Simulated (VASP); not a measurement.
# GaN (F-43m) in VASP: notebook, part 2 of 2

VASP 6.6.1. Earlier steps stand in the parts before.

## (3) Single point, LDA

Input file INCAR:

```
PREC = Accurate
ENCUT = 520
EDIFF = 1E-7
ISMEAR = 0
SIGMA = 0.02
LREAL = F
LASPH = T
NELM = 60
ALGO = Normal
ISIF = 2
LWAVE = F
LCHARG = F
GGA = CA
NBANDS = 16
```

Input file KPOINTS:

```
regular mesh
0
Gamma
  10 10 10
```

Input file POSCAR:

```
GaN
1.0
    0.0000000000      2.2742265177      2.2742265177
    2.2742265177      0.0000000000      2.2742265177
    2.2742265177      2.2742265177      0.0000000000
Ga N
1 1
Direct
    0.0000000000      0.0000000000      0.0000000000
    0.7500000000      0.7500000000      0.7500000000
```

Potentials or basis: VASP PAW LDA potentials, release 64 (Ga_d, N).

Run with:

```console
> cat potpaw_LDA.64/Ga_d/POTCAR potpaw_LDA.64/N/POTCAR > POTCAR
> mpirun -np 1 vasp_std > vasp.out
```

OUTCAR:

```text
PREC = Accurate
   ENCUT = 520
   EDIFF = 1E-7
   ISMEAR = 0
   LREAL = F
   LASPH = T
   NELM = 60
   ISIF = 2
   GGA = CA

 ion  position               nearest neighbor table
   1  0.000  0.000  0.000-   2 1.97   2 1.97   2 1.97   2 1.97
   2  0.750  0.750  0.750-   1 1.97   1 1.97   1 1.97   1 1.97

  LATTYP: Found a face centered cubic cell.
 ALAT       =     4.5484530354

  Lattice vectors:

 A1 = (   0.0000000000,   2.2742265177,   2.2742265177)
[... 642 lines left out ...]
------------------------ aborting loop because EDIFF is reached ----------------------------------------

  FORCE on cell =-STRESS in cart. coord.  units (eV):
  Direction    XX          YY          ZZ          XY          YZ          ZX
  --------------------------------------------------------------------------------------
  -------------------------------------------------------------------------------------
  Total       -1.4777975     -1.4777975     -1.4777975      0.0000000      0.0000000      0.0000000
  in kB     -100.6454969   -100.6454969   -100.6454969      0.0000000      0.0000000      0.0000000
  external PRESSURE =    -100.6454969 kB  Pullay stress =       0.0000000 kB

 VOLUME and BASIS-vectors are now :
 -----------------------------------------------------------------------------
  energy-cutoff  :      520.00
  volume of cell :       23.53
      direct lattice vectors                 reciprocal lattice vectors
     0.000000000  2.274226518  2.274226518    -0.219854969  0.219854969  0.219854969
     2.274226518  0.000000000  2.274226518     0.219854969 -0.219854969  0.219854969
     2.274226518  2.274226518  0.000000000     0.219854969  0.219854969 -0.219854969

 POSITION                                       TOTAL-FORCE (eV/Angst)
 -----------------------------------------------------------------------------------
      0.00000      0.00000      0.00000         0.000000     -0.000000     -0.000000
      3.41134      3.41134      3.41134        -0.000000      0.000000      0.000000
 -----------------------------------------------------------------------------------
    total drift:                               -0.000002     -0.000002     -0.000001

  FREE ENERGIE OF THE ION-ELECTRON SYSTEM (eV)
  ---------------------------------------------------
  free  energy   TOTEN  =       -13.9021817912 eV

  energy  without entropy=      -13.9021817912  energy(sigma->0) =      -13.90218179
```

OSZICAR:

```text
N       E                     dE             d eps       ncg     rms          rms(c)
DAV:   1     0.835207823084E+02    0.83521E+02   -0.93408E+03  1664   0.201E+03
DAV:   2    -0.969560726981E+01   -0.93216E+02   -0.86974E+02  1736   0.335E+02
DAV:   3    -0.157961635899E+02   -0.61006E+01   -0.60774E+01  1760   0.705E+01
DAV:   4    -0.158619777474E+02   -0.65814E-01   -0.65809E-01  1856   0.782E+00
DAV:   5    -0.158628337217E+02   -0.85597E-03   -0.85596E-03  1832   0.852E-01    0.738E+00
DAV:   6    -0.139640152993E+02    0.18988E+01   -0.49773E+00  2264   0.393E+01    0.270E+00
DAV:   7    -0.139298714742E+02    0.34144E-01   -0.23740E-01  1696   0.625E+00    0.167E+00
DAV:   8    -0.139058305606E+02    0.24041E-01   -0.81270E-02  1752   0.268E+00    0.775E-01
DAV:   9    -0.139020693887E+02    0.37612E-02   -0.97283E-03  1872   0.186E+00    0.274E-01
DAV:  10    -0.139022874588E+02   -0.21807E-03   -0.11186E-03  1864   0.370E-01    0.148E-01
DAV:  11    -0.139021803261E+02    0.10713E-03   -0.29328E-04  2320   0.313E-01    0.368E-02
DAV:  12    -0.139021818658E+02   -0.15398E-05   -0.16240E-05  1656   0.363E-02    0.303E-03
DAV:  13    -0.139021817912E+02    0.74695E-07   -0.52877E-07  2264   0.940E-03
   1 F= -.13902182E+02 E0= -.13902182E+02  d E =-.855058E-33
```

It took 21 s on 1 thread of Intel Xeon 8259CL, shared host; peak memory 0.14 GiB.

Results:

* Free energy: -13.9022 eV
* Pressure: -10.1 GPa
* Band gap on the k mesh: 1.57 eV, direct

A hybrid or GW would open this gap; LDA tends to underestimate it.

## (4) Single point, PBE (volume scaled by 1.03)

Input file INCAR:

```
ALGO = Normal
EDIFF = 1E-6
ENCUT = 520
GGA = PE
ISIF = 2
ISMEAR = 0
LASPH = True
LCHARG = True
LELF = True
LREAL = False
LVHAR = True
LWAVE = False
NBANDS = 16
NELM = 100
PREC = Accurate
SIGMA = 0.02
```

Input file KPOINTS:

```
k-points
0
Gamma
  10 10 10
```

Input file POSCAR:

```
GaN
1.0
    0.0000000000      2.2967450764      2.2967450764
    2.2967450764      0.0000000000      2.2967450764
    2.2967450764      2.2967450764      0.0000000000
Ga N
1 1
Direct
    0.0000000000      0.0000000000      0.0000000000
    0.7500000000      0.7500000000      0.7500000000
```

Potentials or basis: VASP PAW PBE potentials, release 64 (Ga_d, N).

Run with:

```console
> cat potpaw_PBE.64/Ga_d/POTCAR potpaw_PBE.64/N/POTCAR > POTCAR
> mpirun -np 1 vasp_std > vasp.out
```

It took 25 s on 1 thread of Intel Xeon 8259CL, shared host; peak memory 0.14 GiB.

It converged, with:

```yaml
Free_energy: -12.1436 eV
Pressure: -4.6 GPa
Band_gap_on_the_k_mesh: 1.36 eV, direct
```

Levels at points of the mesh, in eV from the valence-band top:
| k point | band 6 | band 7 | band 8 | band 9 | band 10 | band 11 | band 12 | band 13 |
| --- | --- | --- | --- | --- | --- | --- | --- | --- |
| (0.00, 0.00, 0.00) | -13.14 | 0.00 | 0.00 | 0.00 | 1.36 | 9.95 | 9.95 | 9.95 |
| (0.50, 0.00, 0.00) | -11.89 | -6.68 | -0.90 | -0.90 | 4.25 | 8.44 | 10.07 | 10.07 |
| (0.50, 0.50, 0.00) | -11.46 | -5.89 | -2.51 | -2.51 | 3.34 | 6.32 | 11.32 | 13.36 |

## (5) Summary

```tsv
level	potentials or basis	cell	gap on the mesh (eV)	pressure (GPa)
PBE	VASP PAW PBE potentials, release 64 (Ga_d, N)	a = 3.216 Å, angles 60.0°, 2 atoms	1.55	0.1
LDA	VASP PAW LDA potentials, release 64 (Ga_d, N)	a = 3.216 Å, angles 60.0°, 2 atoms	1.57	-10.1
PBE	VASP PAW PBE potentials, release 64 (Ga_d, N)	a = 3.248 Å, angles 60.0°, 2 atoms	1.36	-4.6
```

Alike in all rows: task single point; no spin polarisation; k mesh 10 × 10 × 10; cutoff (eV) 520; smearing gaussian 0.02 eV.

Absolute energies hang on the potentials; compare differences alone.
